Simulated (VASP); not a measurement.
# Y3Ir (Pm-3m) in VASP: notebook

The runs below take Y3Ir through single point, relaxation of cell and atoms, with PBE.

Program: VASP 6.6.1. These are calculated values, not measurements. Logs are shortened: lines on timing, memory, paths and dates and some standing lists are left out, and cuts for length are marked.

### Step 1. The cell of the first run

Symmetry: Pm-3m, No. 221, cubic system. Conventional cell: a = 4.618 Å, b = 4.618 Å, c = 4.618 Å, α = 90.00°, β = 90.00°, γ = 90.00°. Within 4.3 Å of Y (site symmetry 4/mmm) lie 8 Y at 3.27 Å and 4 Ir at 3.27 Å. Ir (site symmetry m-3m) has 12 Y at 3.27 Å within 4.3 Å.

### Step 2. Single point, PBE

Contents of INCAR:

```
PREC = Accurate ; ENCUT = 520
EDIFF = 1E-7 ; ISMEAR = 0
SIGMA = 0.1 ; LREAL = False
LASPH = True ; NELM = 100
ALGO = Fast ; ISIF = 2
LWAVE = False ; LCHARG = False
GGA = PE ; NBANDS = 29
```

Contents of KPOINTS:

```
regular mesh
0
Gamma
  10 10 10
```

Contents of POSCAR:

```
Y3Ir
1.0
    4.6177449830      0.0000000000      0.0000000000
    0.0000000000      4.6177449830      0.0000000000
    0.0000000000      0.0000000000      4.6177449830
Y Ir
3 1
Direct
    0.0000000000      0.5000000000      0.5000000000
    0.5000000000      0.0000000000      0.5000000000
    0.5000000000      0.5000000000      0.0000000000
    0.0000000000      0.0000000000      0.0000000000
```

Potentials or basis: VASP PAW PBE potentials, release 64 (Y_sv, Ir).

Run with:

```bash
cat potpaw_PBE.64/Y_sv/POTCAR potpaw_PBE.64/Ir/POTCAR > POTCAR
mpirun -np 1 vasp_std > vasp.out
```

OUTCAR:

```text
PREC = Accurate
   ENCUT = 520
   EDIFF = 1E-7
   ISMEAR = 0
   LREAL = False
   LASPH = True
   NELM = 100
   ISIF = 2
   GGA = PE

 ion  position               nearest neighbor table
   1  0.000  0.500  0.500-   2 3.27   3 3.27   4 3.27   3 3.27   4 3.27   2 3.27   4 3.27   4 3.27
                             2 3.27   3 3.27   3 3.27   2 3.27
   2  0.500  0.000  0.500-   1 3.27   3 3.27   4 3.27   3 3.27   4 3.27   1 3.27   3 3.27   3 3.27
                             1 3.27   4 3.27   4 3.27   1 3.27
   3  0.500  0.500  0.000-   1 3.27   2 3.27   4 3.27   1 3.27   2 3.27   2 3.27   4 3.27   2 3.27
                             1 3.27   4 3.27   1 3.27   4 3.27
   4  0.000  0.000  0.000-   1 3.27   2 3.27   3 3.27   1 3.27   2 3.27   1 3.27   3 3.27   1 3.27
                             2 3.27   3 3.27   2 3.27   3 3.27

  LATTYP: Found a simple cubic cell.
 ALAT       =     4.6177449830

  Lattice vectors:

 A1 = (   4.6177449830,   0.0000000000,   0.0000000000)
 A2 = (   0.0000000000,   4.6177449830,   0.0000000000)
 A3 = (   0.0000000000,   0.0000000000,   4.6177449830)

Analysis of symmetry for initial positions (statically):
=====================================================================
 Subroutine PRICEL returns:
 Original cell was already a primitive cell.

 Routine SETGRP: Setting up the symmetry group for a
 simple cubic supercell.

 Subroutine GETGRP returns: Found 48 space group operations
 (whereof 48 operations were pure point group operations)
 out of a pool of 48 trial point group operations.

The static configuration has the point symmetry O_h .

Analysis of symmetry for dynamics (positions and initial velocities):
=====================================================================
 Subroutine PRICEL returns:
 Original cell was already a primitive cell.

 Routine SETGRP: Setting up the symmetry group for a
 simple cubic supercell.

 Subroutine GETGRP returns: Found 48 space group operations
 (whereof 48 operations were pure point group operations)
 out of a pool of 48 trial point group operations.

The dynamic configuration has the point symmetry O_h .

 Subroutine INISYM returns: Found 48 space group operations
 (whereof 48 operations are pure point group operations),
 and found     1 'primitive' translations

----------------------------------------------------------------------------------------

                                     Primitive cell

  volume of cell :      98.4668

  direct lattice vectors                    reciprocal lattice vectors
     4.617744983  0.000000000  0.000000000     0.216555917  0.000000000  0.000000000
     0.000000000  4.617744983  0.000000000     0.000000000  0.216555917  0.000000000
     0.000000000  0.000000000  4.617744983     0.000000000  0.000000000  0.216555917

  length of vectors
     4.617744983  4.617744983  4.617744983     0.216555917  0.216555917  0.216555917

  position of ions in fractional coordinates (direct lattice)
     0.000000000  0.500000000  0.500000000
     0.500000000  0.000000000  0.500000000
     0.500000000  0.500000000  0.000000000
     0.000000000  0.000000000  0.000000000

  ion indices of the primitive-cell ions
   primitive index   ion index
                 1           1
                 2           2
                 3           3
                 4           4

----------------------------------------------------------------------------------------

 KPOINTS: regular mesh

Automatic generation of k-mesh.
 Grid dimensions read from file:
 generate k-points for:   10   10   10

 Generating k-lattice:

  Cartesian coordinates                     Fractional coordinates (reciprocal lattice)
     0.021655592  0.000000000  0.000000000     0.100000000  0.000000000  0.000000000
     0.000000000  0.021655592  0.000000000     0.000000000  0.100000000  0.000000000
     0.000000000  0.000000000  0.021655592     0.000000000  0.000000000  0.100000000

  Length of vectors
     0.021655592  0.021655592  0.021655592

  Shift w.r.t. Gamma in fractional coordinates (k-lattice)
     0.000000000  0.000000000  0.000000000

 Subroutine IBZKPT returns following result:
 ===========================================

 Found     56 irreducible k-points:

 Following reciprocal coordinates:
            Coordinates               Weight
  0.000000  0.000000  0.000000      1.000000
  0.100000  0.000000  0.000000      6.000000
  0.200000  0.000000  0.000000      6.000000
  0.300000  0.000000  0.000000      6.000000
  0.400000  0.000000  0.000000      6.000000
  0.500000  0.000000  0.000000      3.000000
[... 16 lines left out ...]
  0.200000  0.100000  0.100000     24.000000
  0.300000  0.100000  0.100000     24.000000
 [... further k-points ...]
   k-points           NKPTS =     56   k-points in BZ     NKDIM =     56   number of bands    NBANDS=     29
   number of dos      NEDOS =    301   number of ions     NIONS =      4
   total plane-waves  NPLWV =  46656
   dimension x,y,z NGX =    36 NGY =   36 NGZ =   36
   dimension x,y,z NGXF=    72 NGYF=   72 NGZF=   72
   ions per type =               3   1
   NGX,Y,Z   is equivalent  to a cutoff of  12.96, 12.96, 12.96 a.u.
   NGXF,Y,Z  is equivalent  to a cutoff of  25.92, 25.92, 25.92 a.u.
 SYSTEM =  unknown system
   PREC   = accura    normal or accurate (medium, high low for compatibility)
   ISTART =      0    job   : 0-new  1-cont  2-samecut
   ICHARG =      2    charge: 1-file 2-atom 10-const
   ISPIN  =      1    spin polarized calculation?
   LNONCOLLINEAR =      F non collinear calculations
   LSORBIT =      F    spin-orbit coupling
   LASPH  =      T    aspherical Exc in radial PAW
   ENCUT  =  520.0 eV  38.22 Ry    6.18 a.u.   8.59  8.59  8.59*2*pi/ulx,y,z
   NELM   =    100;   NELMIN=  2; NELMDL= -5     # of ELM steps
   EDIFF  = 0.1E-06   stopping-criterion for ELM
   LREAL  =      F    real-space projection
   EDIFFG = 0.1E-05   stopping-criterion for IOM
   NSW    =      0    number of steps for IOM
   IBRION =     -1    ionic relax: 0-MD 1-quasi-New 2-CG
   NFREE  =      0    steps in history (QN), initial steepest desc. (CG)
   ISIF   =      2    stress and relaxation
   ISYM   =      2    0-nonsym 1-usesym 2-fastsym
   POTIM  = 0.5000    time-step for ionic-motion
   TEBEG  =    0.0;   TEEND  =   0.0 temperature during run
   PSTRESS=    0.0 pullay stress
   NELECT =      42.0000    total number of electrons
   NUPDOWN=      -1.0000    fix difference up-down
   EMIN   =  10.00;   EMAX   =-10.00  energy-range for DOS
   EFERMI =   0.00;   METHOD = LEGACY
   ISMEAR =     0;   SIGMA  =   0.10  broadening in eV -4-tet -1-fermi 0-gaus
   EFERMI_NEDOS =   21; number of points for ismear=-14 and -15
   IALGO  =     68    algorithm
   IMIX   =      4    mixing-type and parameters
     AMIX     =   0.40;   BMIX     =  1.00
     AMIX_MAG =   1.60;   BMIX_MAG =  1.00
  volume/ion in A,a.u.               =      24.62       166.12
  Fermi-wavevector in a.u.,A,eV,Ry     =   1.232333  2.328771 20.662405  1.518644
  Thomas-Fermi vector in A             =   2.367107
   LORBIT       =      0    0 simple, 1 ext, 2 COOP (PROOUT), +10 PAW based schemes
   GGA     = PE    functional components
   LHFCALC =     F    Hartree Fock is set to
   AEXX    =    0.0000 exact exchange contribution
   IVDW    =     0    specifies the selected vdW correction
   LEPSILON=     F    determine dielectric tensor
   LRPA    =     F    only Hartree local field effects (RPA)
 non-spin polarized calculation
 RMM-DIIS sequential band-by-band and
 Gauss-broadening in eV      SIGMA  =   0.10
  energy-cutoff  :      520.00
  volume of cell :       98.47
 maximum number of plane-waves:      2680
 NGX is ok and might be reduce to    36
   NGX = 17   NGY = 17   NGZ = 17

 number of electron      41.9999999 magnetization

 Free energy of the ion-electron system (eV)
  ---------------------------------------------------
  ext. energy  EPLUGINS =         0.00000000
  ---------------------------------------------------
  free energy    TOTEN  =       -28.81225048 eV

  energy without entropy =      -28.78145928  energy(sigma->0) =      -28.79685488

 E-fermi :   4.5593     XC(G=0): -10.6548

 val. band max:        4.5591815265   @ k =   0.4000   0.1000   0.0000
 cond. band min:       4.5660327420   @ k =   0.3000   0.3000   0.1000
 fundamental gap:      0.0068512155
 Fermi energy:         4.5593482592

 k-point     1 :       0.0000    0.0000    0.0000
  band No.  band energies     occupation
      1     -38.0372      2.00000
      2     -37.8367      2.00000
      3     -37.8367      2.00000
      4     -18.4271      2.00000
      5     -18.4271      2.00000
      6     -18.4271      2.00000
[... 21 lines left out ...]
     28       9.2091      0.00000
     29       9.2091      0.00000

 k-point     2 :       0.1000    0.0000    0.0000
  band No.  band energies     occupation
      1     -38.0329      2.00000
      2     -37.8411      2.00000
      3     -37.8366      2.00000
      4     -18.4156      2.00000
      5     -18.4156      2.00000
      6     -18.4098      2.00000
[... 21 lines left out ...]
     28       9.1609      0.00000
     29       9.3745      0.00000

 k-point     3 :       0.2000    0.0000    0.0000
  band No.  band energies     occupation
      1     -38.0204      2.00000
      2     -37.8535      2.00000
      3     -37.8365      2.00000
      4     -18.3836      2.00000
      5     -18.3836      2.00000
      6     -18.3587      2.00000
[... 21 lines left out ...]
     28       8.9726      0.00000
     29       9.0610      0.00000

 k-point     4 :       0.3000    0.0000    0.0000
  band No.  band energies     occupation
      1     -38.0018      2.00000
      2     -37.8722      2.00000
      3     -37.8363      2.00000
      4     -18.3381      2.00000
      5     -18.3381      2.00000
      6     -18.2764      2.00000
[... 597 lines left out ...]
     28       9.2092      0.00000
     29       9.2130      0.00000

 k-point    23 :       0.2000    0.1000    0.1000
  band No.  band energies     occupation
      1     -38.0125      2.00000
      2     -37.8549      2.00000
      3     -37.8428      2.00000
      4     -18.4388      2.00000
      5     -18.3304      2.00000
      6     -18.2895      2.00000
[... 21 lines left out ...]
     28       8.7807      0.00000
     29       9.0813      0.00000

 k-point    24 :       0.3000    0.1000    0.1000
  band No.  band energies     occupation
      1     -37.9946      2.00000
      2     -37.8728      2.00000
      3     -37.8426      2.00000
      4     -18.4100      2.00000
      5     -18.2849      2.00000
      6     -18.2070      2.00000
[... 21 lines left out ...]
     28       8.0179      0.00000
     29       8.6485      0.00000

 [... further k-points ...]
[... 5 lines left out ...]
  --------------------------------------------------------------------------------------
  -------------------------------------------------------------------------------------
  Total       -0.1145229     -0.1145229     -0.1145229      0.0000000      0.0000000     -0.0000000
  in kB       -1.8634297     -1.8634297     -1.8634297      0.0000000      0.0000000     -0.0000000
  external PRESSURE =      -1.8634297 kB  Pullay stress =       0.0000000 kB

 VOLUME and BASIS-vectors are now :
 -----------------------------------------------------------------------------
  energy-cutoff  :      520.00
  volume of cell :       98.47
      direct lattice vectors                 reciprocal lattice vectors
     4.617744983  0.000000000  0.000000000     0.216555917  0.000000000  0.000000000
     0.000000000  4.617744983  0.000000000     0.000000000  0.216555917  0.000000000
     0.000000000  0.000000000  4.617744983     0.000000000  0.000000000  0.216555917

 POSITION                                       TOTAL-FORCE (eV/Angst)
 -----------------------------------------------------------------------------------
      0.00000      2.30887      2.30887         0.000000      0.000000      0.000000
      2.30887      0.00000      2.30887         0.000000      0.000000      0.000000
      2.30887      2.30887      0.00000         0.000000      0.000000      0.000000
      0.00000      0.00000      0.00000         0.000000      0.000000      0.000000
 -----------------------------------------------------------------------------------
    total drift:                                0.000000      0.000000      0.000000

  FREE ENERGIE OF THE ION-ELECTRON SYSTEM (eV)
  ---------------------------------------------------
  free  energy   TOTEN  =       -28.8122504759 eV

  energy  without entropy=      -28.7814592773  energy(sigma->0) =      -28.79685488
```

Run time: 7.6 min. Hardware: 1 thread of Oxide Virtual Turin-like, shared host; peak memory 0.29 GiB.

What came out:

- Free energy: -28.8123 eV
- Pressure: -0.2 GPa
- Band gap on the k mesh: zero (band 21 reaches 5.12 eV, above the bottom of band 22 at 4.28 eV)

Caveat: spin-orbit coupling is left out, which moves the levels of the heavy elements.

### Step 3. Relaxation of cell and atoms, PBE

This run uses another cell than the first one, of 24.32 Å³/atom, 0.988 times its volume.

Contents of INCAR:

```
SYSTEM = Y3Ir
PREC = Accurate ; ENCUT = 600
EDIFF = 1E-6 ; ISMEAR = 0
SIGMA = 0.1 ; LREAL = .FALSE.
LASPH = .TRUE. ; NELM = 100
ALGO = Fast ; ISIF = 3
LWAVE = .FALSE. ; LCHARG = .FALSE.
GGA = PE ; IBRION = 2
NSW = 100 ; EDIFFG = -0.01
```

Contents of KPOINTS:

```
Automatic mesh
0
G
  10 10 10
  0 0 0
```

Contents of POSCAR:

```
Y3Ir
1.0
    4.5993161580      0.0000000000      0.0000000000
    0.0000000000      4.5993161580      0.0000000000
    0.0000000000      0.0000000000      4.5993161580
Y Ir
3 1
Direct
    0.0000000000      0.5000000000      0.5000000000
    0.5000000000      0.0000000000      0.5000000000
    0.5000000000      0.5000000000      0.0000000000
    0.0000000000      0.0000000000      0.0000000000
```

Potentials or basis: VASP PAW PBE potentials, release 64 (Y_sv, Ir).

Run with:

```bash
cat potpaw_PBE.64/Y_sv/POTCAR potpaw_PBE.64/Ir/POTCAR > POTCAR
mpirun -np 1 vasp_std > vasp.out
```

Run time: 16 min. Hardware: 1 thread of Oxide Virtual Turin-like, shared host; peak memory 0.35 GiB.

The run converged. Its results:

- Free energy: -28.8128 eV
- Relaxed volume: 24.56 Å³/atom
- Relaxed cell: a = 4.614 Å, b = 4.614 Å, c = 4.614 Å, α = 90.00°, β = 90.00°, γ = 90.00°
- Space group after relaxing (to 0.05 Å): Pm-3m (No. 221)
- Energy gained by relaxing: 0.5 meV/atom
- Ionic steps: 3
- Pressure after relaxing: 0.0 GPa
- Band gap on the k mesh: zero (band 21 reaches 5.14 eV, above the bottom of band 22 at 4.29 eV)

The path:
```
step  energy change (eV)  largest force (eV/Å)  pressure (GPa)  volume (Å³)
   1              0.0000                0.0000            0.68        97.29
   2             -0.0013                0.0000           -0.39        98.76
   3             -0.0020                0.0000           -0.01        98.22
```

Final structure:
```
CELL_PARAMETERS angstrom
4.61393 0.00000 0.00000
0.00000 4.61393 0.00000
0.00000 0.00000 4.61393
ATOMIC_POSITIONS crystal
Y 0.00000 0.50000 0.50000
Y 0.50000 0.00000 0.50000
Y 0.50000 0.50000 0.00000
Ir 0.00000 0.00000 0.00000
```

Levels at points of the mesh, in eV from the Fermi level:
| k point | band 18 | band 19 | band 20 | band 21 | band 22 | band 23 | band 24 | band 25 |
| --- | --- | --- | --- | --- | --- | --- | --- | --- |
| (0.00, 0.00, 0.00) | -2.60 | -2.60 | 0.44 | 0.44 | 0.44 | 1.74 | 1.74 | 2.79 |
| (0.50, 0.00, 0.00) | -1.78 | -1.48 | -1.35 | -0.25 | -0.05 | -0.05 | 1.95 | 2.00 |
| (0.50, 0.50, 0.00) | -1.66 | -1.66 | -1.23 | -0.50 | -0.28 | 0.35 | 0.44 | 0.44 |
| (0.50, 0.50, 0.50) | -1.46 | -0.05 | -0.05 | -0.05 | 0.96 | 0.96 | 0.96 | 1.56 |

Caveat: spin-orbit coupling is left out, which moves the levels of the heavy elements.
